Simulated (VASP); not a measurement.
Si4O, 5 atoms in the cell. Symmetry: P-3m1, No. 164, trigonal system. Conventional cell: a = 2.821 Å, b = 2.821 Å, c = 9.072 Å, α = 90.00°, β = 90.00°, γ = 120.00°. Si (site symmetry 3m) has 3 O at 2.03 Å and 12 Si at 2.74 to 2.93 Å within 3.0 Å. Si (site symmetry 3m) has 12 Si at 2.74 to 2.82 Å within 3.6 Å. Within 2.7 Å of O (site symmetry -3m) lie 6 Si at 2.03 Å. The cell was built from a structure type or drawn by symmetry, and may not be a known phase.

| Quantity | Value |
| --- | --- |
| Program | VASP 6.6.1 |
| Task | relaxation of cell and atoms |
| Functional | PBE |
| Potentials or basis | VASP PAW PBE potentials, release 64 (Si, O) |
| Cutoff | 600 eV |
| k mesh | 6 × 6 × 2 |
| Occupations | gaussian, width 0.1 eV |
| Spin | no spin polarisation |
| Dipole correction | no |
| Further INCAR settings | ALGO = Normal; EDIFF = 1e-07; IBRION = 2; EDIFFG = -0.04; NSW = 90; ISIF = 3 |

Potentials or basis: VASP PAW PBE potentials, release 64 (Si, O).

Launch:

```console
$ cat potpaw_PBE.64/Si/POTCAR potpaw_PBE.64/O/POTCAR > POTCAR
$ mpirun -np 1 vasp_std > vasp.out
```

Hardware: 1 thread of Intel(R) Xeon(R) Platinum 8488C (Sapphire Rapids) (shared host).

Question: How long does it take, and how much memory?

Answer: It took 5.7 min on 1 thread of Intel(R) Xeon(R) Platinum 8488C (Sapphire Rapids), on a shared host, peak memory 0.19 GiB. Counts: scf iterations 211, k points 14, ion steps 24.
